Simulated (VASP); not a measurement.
Input of a VASP 6.6.1 run:

Contents of INCAR:

```
PREC     = Accurate       # precision mode
ENCUT    = 600            # plane-wave cutoff, eV
EDIFF    = 1E-6           # SCF threshold, eV
ISMEAR   = -1             # smearing method
SIGMA    = 0.05           # smearing width, eV
LREAL    = F              # projectors in reciprocal space
LASPH    = T              # aspherical terms in the spheres
NELM     = 80             # most SCF steps
ALGO     = Normal         # electronic algorithm
ISIF     = 3              # what is computed and relaxed
LWAVE    = F              # write WAVECAR
LCHARG   = F              # write CHGCAR
GGA      = PE             # functional
IBRION   = 2              # ionic algorithm
NSW      = 45             # ionic steps
EDIFFG   = -0.005         # ionic threshold
```

KPOINTS

```
regular mesh
0
Gamma
  15 15 15
```

POSCAR

```
Ga
1.0
    2.7227086073      0.0000000000      0.0000000000
    0.0000000000      2.7227086073      0.0000000000
    0.0000000000      0.0000000000      2.7227086073
Ga
1
Direct
    0.0000000000      0.0000000000      0.0000000000
```

Potentials or basis: VASP PAW PBE potentials, release 64 (Ga_d).

Command:

```console
$ cat potpaw_PBE.64/Ga_d/POTCAR > POTCAR
$ mpirun -np 1 vasp_std > vasp.out
```

Task: What does it give for the band gap on the k mesh?

Result: Zero (an odd number of electrons rules out a gap without spin polarisation).

Final structure:
```
CELL_PARAMETERS angstrom
2.72271 0.00000 0.00000
0.00000 2.72271 0.00000
0.00000 0.00000 2.72271
ATOMIC_POSITIONS crystal
Ga 0.00000 0.00000 0.00000
```
